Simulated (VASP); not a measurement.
Wanted: the native input for a VASP 6.6.1 run.

```
Task                   : single point
Functional             : PBE
Potentials or basis    : VASP PAW PBE potentials, release 64 (In_d, Se)
Cutoff                 : 520 eV
k mesh                 : 12 × 12 × 6
Occupations            : gaussian, width 0.15 eV
Spin                   : no spin polarisation
Dipole correction      : no
Further INCAR settings : ALGO = Normal; EDIFF = 1e-06; NBANDS = 34
```

The structure of InSe2 lies in POSCAR:

```
InSe2
1.0
    4.0428890035      0.0000000000      0.0000000000
    0.0000000000      4.0428890035      0.0000000000
    0.0000000000      0.0000000000      8.9539321634
In Se
2 4
Direct
    0.0000000000      0.5000000000      0.7035851637
    0.5000000000      0.0000000000      0.2964148363
    0.0000000000      0.5000000000      0.3657877574
    0.5000000000      0.0000000000      0.6342122426
    0.0000000000      0.0000000000      0.0000000000
    0.5000000000      0.5000000000      0.0000000000
```

This cell differs from its parent crystal: strain +0.040 along x and y, -0.080 along z.

The input as run:

INCAR

```
ALGO = Normal
EDIFF = 1E-6
ENCUT = 520
GGA = PE
ISIF = 2
ISMEAR = 0
LASPH = T
LCHARG = F
LREAL = F
LWAVE = F
NBANDS = 34
NELM = 100
PREC = Accurate
SIGMA = 0.15
```

KPOINTS

```
k-points
0
Gamma
  12 12 6
```

Potentials or basis: VASP PAW PBE potentials, release 64 (In_d, Se).

The run is started by

```console
$ cat potpaw_PBE.64/In_d/POTCAR potpaw_PBE.64/Se/POTCAR > POTCAR
$ mpirun -np 1 vasp_std > vasp.out
```

Results of the run:

```yaml
Pressure: -2.3 GPa
Largest_force: 0.355 eV/Å
Band_gap_on_the_k_mesh: zero (band 25 reaches 5.44 eV, above the bottom of band 26 at 3.62 eV)
```

Caveat: the cell differs from its parent crystal (strain +0.040 along x and y, -0.080 along z); spin-orbit coupling is left out, which moves the levels of the heavy elements.

Wall time 3 min on 1 thread of Intel(R) Xeon(R) 6975P-C (Granite Rapids) (shared host), peak memory 0.55 GiB.
